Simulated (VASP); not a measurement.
Runs of VASP 6.6.1 on Bi2Te3. The structure is that of space group R3m (No. 160), or close to it. The cells are those of the table. 

```tsv
task	cell	gap on the mesh (eV)	pressure (GPa)	largest force (eV/Å)
single point	a = 10.404 Å, angles 24.8°, 5 atoms	none	-0.3	1.09
single point	a = 9.980 Å, angles 25.6°, 5 atoms	none	3.4	1.23
single point	a = 10.172 Å, angles 25.1°, 5 atoms	none	(a)	1.22
electric field gradients	a = 10.059 Å, angles 24.8°, 5 atoms	none	5.4	1.42
```

Alike in all rows: level PBE; potentials or basis VASP PAW PBE potentials, release 64 (Bi_d, Te); no spin polarisation; k mesh 8 × 8 × 8; cutoff (eV) 520; smearing fermi-dirac 0.08 eV.

Q: Fill in the values left out.

A: (a) 2.2.

Caveats: spin-orbit coupling is left out, which moves the levels of the heavy elements; forces of over 1 eV/Å act on the atoms, so gaps and moduli don't describe the material at rest; the cell stands under pressure (at least some runs).

A k mesh can miss the band edges, and the runs leave out spin-orbit coupling on Bi, Te.

A gap of «none» marks levels without a gap at the run's occupations.
